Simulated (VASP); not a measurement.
# BiAsS (Pmmm) in VASP: a series of runs, part 2 of 2

VASP 6.6.1. The steps go on from the part before.

**4. Relaxation of cell and atoms, PBE**

INCAR

```
PREC = Accurate
ENCUT = 600
EDIFF = 1E-7
ISMEAR = 0
SIGMA = 0.1
LREAL = False
LASPH = True
NELM = 100
ALGO = Normal
ISIF = 3
LWAVE = False
LCHARG = False
GGA = PE
IBRION = 2
NSW = 90
EDIFFG = -0.04
```

KPOINTS

```
Automatic mesh
0
Gamma
  4 4 4
```

POSCAR

```
BiAsS
1.0
    4.1274625100      0.0000000000      0.0000000000
    0.0000000000      4.1704095400      0.0000000000
    0.0000000000      0.0000000000      4.2574245900
Bi As S
1 1 1
Direct
    0.0000000000      0.0000000000      0.0000000000
    0.5000000000      0.5000000000      0.5000000000
    0.5000000000      0.5000000000      0.0000000000
```

Potentials or basis: VASP PAW PBE potentials, release 64 (Bi_d, As, S).

The run is started by

```
$ cat potpaw_PBE.64/Bi_d/POTCAR potpaw_PBE.64/As/POTCAR potpaw_PBE.64/S/POTCAR > POTCAR
$ mpirun -np 1 vasp_std > vasp.out
```

OUTCAR:

```text
PREC = Accurate
   ENCUT = 600
   EDIFF = 1E-7
   ISMEAR = 0
   LREAL = False
   LASPH = True
   NELM = 100
   ISIF = 3
   GGA = PE
   IBRION = 2
   NSW = 90
   EDIFFG = -0.04

 ion  position               nearest neighbor table
   1  0.000  0.000  0.000-   3 2.93   3 2.93   3 2.93   3 2.93
   2  0.500  0.500  0.500-   3 2.13   3 2.13
   3  0.500  0.500  0.000-   2 2.13   2 2.13   1 2.93   1 2.93   1 2.93   1 2.93

  LATTYP: Found a simple orthorhombic cell.
 ALAT       =     4.1274625100
 B/A-ratio  =     1.0104051896
 C/A-ratio  =     1.0314871618

  Lattice vectors:

 A1 = (   4.1274625100,   0.0000000000,   0.0000000000)
 A2 = (   0.0000000000,   4.1704095400,   0.0000000000)
 A3 = (   0.0000000000,   0.0000000000,   4.2574245900)

Analysis of symmetry for initial positions (statically):
=====================================================================
 Subroutine PRICEL returns:
 Original cell was already a primitive cell.

 Routine SETGRP: Setting up the symmetry group for a
 simple orthorhombic supercell.

 Subroutine GETGRP returns: Found  8 space group operations
 (whereof  8 operations were pure point group operations)
 out of a pool of  8 trial point group operations.

The static configuration has the point symmetry D_2h.

[... 173 lines left out ...]
  in kB       18.6463342     25.4927939    262.0083301      0.0000000      0.0000000      0.0000000
  external PRESSURE =     102.0491527 kB  Pullay stress =       0.0000000 kB
[... 92 lines left out ...]
  FREE ENERGIE OF THE ION-ELECTRON SYSTEM (eV)
  ---------------------------------------------------
  free  energy   TOTEN  =       -10.8818620591 eV

  energy  without entropy=      -10.8552611957  energy(sigma->0) =      -10.86856163

 E-fermi :   4.9948     XC(G=0):  -9.3740

 val. band max:        4.9925241216   @ k =   0.5000   0.0000   0.0000
 cond. band min:       5.0026135071   @ k =   0.0000   0.0000   0.2500
 fundamental gap:      0.0100893855
 Fermi energy:         4.9947554205

 k-point     1 :       0.0000    0.0000    0.0000
  band No.  band energies     occupation
      1     -18.6310      2.00000
      2     -18.6080      2.00000
      3     -18.4692      2.00000
      4     -18.4524      2.00000
      5     -18.4514      2.00000
      6     -10.1965      2.00000
[... 459 lines left out ...]
      6      -8.7277      2.00000
[... 9 lines left out ...]
     16       7.0197      0.00000
     17       8.0309      0.00000

 [... further k-points ...]

[... ionic steps 4 to 7 ...]

--------------------------------------- Ionic step        8  -------------------------------------------

 number of electron      25.9999990 magnetization

------------------------ aborting loop because EDIFF is reached ----------------------------------------
[... 69 lines left out ...]
--------------------------------------- Ionic step       10  -------------------------------------------

 number of electron      25.9999989 magnetization

 Free energy of the ion-electron system (eV)
  ---------------------------------------------------
  ext. energy  EPLUGINS =         0.00000000
  ---------------------------------------------------
  free energy    TOTEN  =       -11.15929957 eV

  energy without entropy =      -11.15003104  energy(sigma->0) =      -11.15466530

 E-fermi :   5.1860     XC(G=0):  -9.4843

 val. band max:        5.1502070300   @ k =   0.5000   0.0000   0.5000
 cond. band min:       5.2450532304   @ k =   0.2500   0.5000   0.0000
 fundamental gap:      0.0948462004
 Fermi energy:         5.1859875152

 k-point     1 :       0.0000    0.0000    0.0000
  band No.  band energies     occupation
      1     -18.4235      2.00000
      2     -18.3997      2.00000
      3     -18.2627      2.00000
      4     -18.2558      2.00000
      5     -18.2555      2.00000
      6     -10.1768      2.00000
[... 501 lines left out ...]
  FREE ENERGIE OF THE ION-ELECTRON SYSTEM (eV)
  ---------------------------------------------------
  free  energy   TOTEN  =       -11.1592995651 eV

  energy  without entropy=      -11.1500310410  energy(sigma->0) =      -11.15466530

 reached required accuracy - stopping structural energy minimisation
```

OSZICAR:

```text
N       E                     dE             d eps       ncg     rms          rms(c)
DAV:   1     0.225494342105E+03    0.22549E+03   -0.13856E+04   918   0.172E+03
[... 103 lines left out ...]
       N       E                     dE             d eps       ncg     rms          rms(c)
DAV:   1    -0.111650143012E+02   -0.65634E-02   -0.28636E-01   942   0.448E+00    0.377E-01
DAV:   2    -0.111614506861E+02    0.35636E-02   -0.10267E-02  1216   0.113E+00    0.235E-01
DAV:   3    -0.111592741470E+02    0.21765E-02   -0.43273E-03  1192   0.825E-01    0.356E-02
DAV:   4    -0.111593014633E+02   -0.27316E-04   -0.51977E-04   946   0.175E-01    0.159E-02
DAV:   5    -0.111592994934E+02    0.19699E-05   -0.22217E-05  1258   0.497E-02    0.598E-03
DAV:   6    -0.111592995065E+02   -0.13145E-07   -0.21583E-06  1016   0.126E-02    0.241E-03
DAV:   7    -0.111592995651E+02   -0.58576E-07   -0.14787E-07   590   0.358E-03
  10 F= -.11159300E+02 E0= -.11154665E+02  d E =-.848740E-03
```

CONTCAR:

```text
BiAsS
   1.00000000000000
     3.9374055059670230    0.0000000000000000    0.0000000000000000
    -0.0000000000000000    3.9413409898351173    0.0000000000000000
     0.0000000000000000    0.0000000000000000    5.2544817648629163
  Bi              As              S
     1     1     1
Direct
     0.0000000000000000    0.0000000000000000    0.0000000000000000
     0.5000000000000000    0.5000000000000000    0.5000000000000000
     0.5000000000000000    0.5000000000000000    0.0000000000000000

  0.00000000E+00  0.00000000E+00  0.00000000E+00
  0.00000000E+00  0.00000000E+00  0.00000000E+00
  0.00000000E+00  0.00000000E+00  0.00000000E+00
```

It took 5.6 min on 1 thread of Intel Xeon Platinum 8375C at 2.90GHz (Ice Lake), shared host; peak memory 0.24 GiB.

What came out:

| Quantity | Value |
| --- | --- |
| Free energy | -11.1593 eV |
| Relaxed volume | 27.18 Å³/atom |
| Relaxed cell | a = 3.937 Å, b = 3.941 Å, c = 5.254 Å, α = 90.00°, β = 90.00°, γ = 90.00° |
| Space group after relaxing (to 0.05 Å) | P4/mmm (No. 123) |
| Energy gained by relaxing | 451.6 meV/atom |
| Ionic steps | 10 |
| Pressure after relaxing | -0.1 GPa |
| Band gap on the k mesh | zero (band 13 reaches 6.16 eV, above the bottom of band 14 at 4.51 eV) |

The path:
| step | energy change (eV) | largest force (eV/Å) | pressure (GPa) | volume (Å³) |
| --- | --- | --- | --- | --- |
| 1 | 0.0000 | 0.0000 | 10.20 | 73.28 |
| 2 | -1.0678 | 0.0000 | -4.13 | 90.27 |
| 3 | -1.0774 | 0.0000 | -3.44 | 88.89 |
| 4 | -1.3120 | 0.0000 | -1.51 | 83.61 |
| 5 | -1.3508 | 0.0000 | 0.48 | 80.73 |
| 6 | -1.3523 | 0.0000 | 0.05 | 81.26 |
| 7 | -1.3524 | 0.0000 | 0.17 | 81.11 |
| 8 | -1.3537 | 0.0000 | 0.08 | 81.30 |
| 9 | -1.3540 | 0.0000 | 0.00 | 81.44 |
| 10 | -1.3549 | 0.0000 | -0.11 | 81.54 |

Final structure:
```
CELL_PARAMETERS angstrom
3.93741 0.00000 0.00000
0.00000 3.94134 0.00000
0.00000 0.00000 5.25448
ATOMIC_POSITIONS crystal
Bi 0.00000 0.00000 0.00000
As 0.50000 0.50000 0.50000
S 0.50000 0.50000 0.00000
```

Levels at points of the mesh, in eV from the Fermi level:
| k point | band 11 | band 12 | band 13 | band 14 | band 15 | band 16 |
| --- | --- | --- | --- | --- | --- | --- |
| (0.00, 0.00, 0.00) | -4.70 | 0.75 | 0.98 | 0.98 | 3.17 | 4.35 |
| (0.50, 0.00, 0.00) | -2.16 | -1.21 | -1.01 | -0.65 | 0.18 | 1.35 |
| (0.00, 0.50, 0.00) | -2.15 | -1.21 | -1.01 | -0.64 | 0.19 | 1.36 |
| (0.50, 0.50, 0.00) | -5.32 | -0.90 | -0.89 | 0.29 | 3.83 | 3.83 |
| (0.00, 0.00, 0.50) | -2.55 | -0.38 | -0.10 | 0.25 | 0.26 | 3.57 |
| (0.50, 0.00, 0.50) | -1.87 | -1.69 | -0.53 | -0.04 | 0.26 | 0.62 |
| (0.00, 0.50, 0.50) | -1.88 | -1.68 | -0.52 | -0.04 | 0.27 | 0.63 |
| (0.50, 0.50, 0.50) | -1.89 | -1.88 | -1.72 | -0.68 | 0.33 | 4.98 |

Caveat: the k points lie up to 0.40 Å⁻¹ apart in the final cell; spin-orbit coupling is left out, which moves the levels of the heavy elements.

**5. Overview**

```tsv
task	cell	cutoff (eV)	gap on the mesh (eV)	pressure (GPa)
single point	a = 4.127, b = 4.170, c = 4.257 Å, 3 atoms	520	none	10.2
single point	a = 3.934, b = 3.935, c = 5.244 Å, 3 atoms	520	none	0.1
relaxation of cell and atoms	relaxed from a = 4.127, b = 4.170, c = 4.257 Å, 3 atoms	600	none	-0.1
```

Alike in all rows: level PBE; potentials or basis VASP PAW PBE potentials, release 64 (Bi_d, As, S); no spin polarisation; k mesh 4 × 4 × 4; smearing gaussian 0.1 eV.

Caveats: all runs use coarse meshes; spin-orbit coupling is left out, which moves the levels of the heavy elements.

Total energies depend on the potentials used, so only differences within one code and one set of settings carry meaning.
